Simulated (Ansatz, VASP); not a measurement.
## One calculation of BaTe, two programs

INCAR

```
  PREC = Accurate
  ENCUT = 520
  EDIFF = 1E-6
  ISMEAR = 0
  SIGMA = 0.05
  LREAL = False
  LASPH = True
  NELM = 80
  ALGO = Normal
  ISIF = 2
  LWAVE = False
  LCHARG = False
  GGA = PE
  NBANDS = 15
```

KPOINTS

```
Automatic mesh
0
Gamma
  8 8 8
```

File POSCAR:

```
BaTe
1.0
    0.0000000000      3.4100000000      3.4100000000
    3.4100000000      0.0000000000      3.4100000000
    3.4100000000      3.4100000000      0.0000000000
Ba Te
1 1
Direct
    0.0000000000      0.0000000000      0.0000000000
    0.4816715543      0.4816715543      0.5183284457
```

Input for Ansatz:

```yaml
crystal:
  lattice:
    - [0.0, 3.41, 3.41]
    - [3.41, 0.0, 3.41]
    - [3.41, 3.41, 0.0]
  atoms:
    - { symbol: Ba, position: [0.0, 0.0, 0.0] }
    - { symbol: Te, position: [0.4816715543, 0.4816715543, 0.5183284457] }
basis:
  ecutwfc: 420
kpoints:
  mp_grid: { grid: [8, 8, 8] }
hamiltonian:
  xc: pbe
scf:
  occupations: { method: gaussian, width: 0.05 }
output:
  forces: true
  stress: true
  eigenvalues: true
```

Change from the starting cell: all Te atoms moved +0.125 Å, as atom 2 towards its neighbour atom 1 (Ba) at 3.410 Å.

Alike in both runs: task single point; functional PBE; k mesh 8 × 8 × 8; occupations gaussian, width 0.05 eV; no spin polarisation.

```csv
,VASP,Ansatz
version,VASP 6.6.1,Ansatz 0.2.0
potentials or method,"VASP PAW PBE potentials, release 64 (Ba_sv, Te), cutoff 520 eV","scalar-relativistic, plane waves, PAW"
valence electrons in the cell,16,26
```

VASP gave:

- gap on the k mesh at the Fermi level (eV): 1.36
- least direct gap on the mesh (eV): 1.71
- pressure (GPa): 4.4
- traceless stress, the component that is largest in VASP (GPa): 0.48
- rms of the force components (eV/Å): 0.231

Problem. Which values does Ansatz return?

Solution. gap on the k mesh at the Fermi level (eV): 1.45; least direct gap on the mesh (eV): 1.77; pressure (GPa): 3.9; traceless stress, the component that is largest in VASP (GPa): 0.46; rms of the force components (eV/Å): 0.221.

Atom by atom the forces differ by 0.011 eV/Å (rms over components). VASP's potentials hold 16 valence electrons a cell and Ansatz's 26, so a difference there can come from the potentials and not from the codes.

Neither program's run includes spin-orbit coupling.
